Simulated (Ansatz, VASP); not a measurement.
WSe2: VASP beside Ansatz

Contents of INCAR:

```
ALGO     = Normal         # electronic algorithm
EDIFF    = 1E-6           # SCF threshold, eV
ENCUT    = 520            # plane-wave cutoff, eV
GGA      = PE             # functional
ISIF     = 2              # what is computed and relaxed
ISMEAR   = 0              # smearing method
IVDW     = 12             # dispersion correction
LASPH    = T              # aspherical terms in the spheres
LCHARG   = F              # write CHGCAR
LREAL    = F              # projectors in reciprocal space
LWAVE    = F              # write WAVECAR
NBANDS   = 35             # bands
NELM     = 100            # most SCF steps
PREC     = Accurate       # precision mode
SIGMA    = 0.1            # smearing width, eV
```

The input KPOINTS:

```
k-points
0
Gamma
  6 6 2
```

File POSCAR:

```
WSe2
1.0
    3.2900000000      0.0000000000      0.0000000000
   -1.6450000000      2.8492235785      0.0000000000
    0.0000000000      0.0000000000     12.9700000000
W Se
2 4
Direct
    0.3333333333      0.6666666667      0.2500000000
    0.6666666667      0.3333333333      0.7500000000
    0.3333333333      0.6666666667      0.6210000000
    0.6666666667      0.3333333333      0.1210000000
    0.3333333333      0.6666666667      0.8790000000
    0.6666666667      0.3333333333      0.3790000000
```

Input for Ansatz:

```yaml
crystal:
  lattice:
    - [3.29, 0.0, 0.0]
    - [-1.645, 2.8492235785, 0.0]
    - [0.0, 0.0, 12.97]
  atoms:
    - { symbol: W, position: [0.3333333333, 0.6666666667, 0.25] }
    - { symbol: W, position: [0.6666666667, 0.3333333333, 0.75] }
    - { symbol: Se, position: [0.3333333333, 0.6666666667, 0.621] }
    - { symbol: Se, position: [0.6666666667, 0.3333333333, 0.121] }
    - { symbol: Se, position: [0.3333333333, 0.6666666667, 0.879] }
    - { symbol: Se, position: [0.6666666667, 0.3333333333, 0.379] }
basis:
  ecutwfc: 420
kpoints:
  mp_grid: { grid: [6, 6, 2] }
hamiltonian:
  xc: pbe
  dispersion: d3bj
  pseudopotentials: { kind: paw }
scf:
  occupations: { method: gaussian, width: 0.1 }
output:
  forces: true
  stress: true
  eigenvalues: true
```

Alike in both runs: task single point; functional PBE; dispersion D3(BJ); k mesh 6 × 6 × 2; occupations gaussian, width 0.1 eV; no spin polarisation.

|  | VASP | Ansatz |
| --- | --- | --- |
| version | VASP 6.6.1 | Ansatz 0.2.0 |
| potentials or method | VASP PAW PBE potentials, release 64 (W_sv, Se), cutoff 520 eV | scalar-relativistic, plane waves, PAW |
| valence electrons in the cell | 52 | 92 |

VASP gave:

| Property | Result |
| --- | --- |
| gap on the k mesh at the Fermi level (eV) | 0.97 |
| least direct gap on the mesh (eV) | 1.52 |
| pressure (GPa) | 0.2 |
| traceless stress, the component that is largest in VASP (GPa) | 0.67 |
| rms of the force components (eV/Å) | 0.106 |

Question: What did Ansatz give for the same quantities?

Answer: gap on the k mesh at the Fermi level (eV): 0.98; least direct gap on the mesh (eV): 1.53; pressure (GPa): -0.1; traceless stress, the component that is largest in VASP (GPa): 0.59; rms of the force components (eV/Å): 0.083.

Atom by atom the forces differ by 0.023 eV/Å (rms over components). VASP's potentials hold 52 valence electrons a cell and Ansatz's 92, so a difference there can come from the potentials and not from the codes.

Spin-orbit coupling is off throughout.
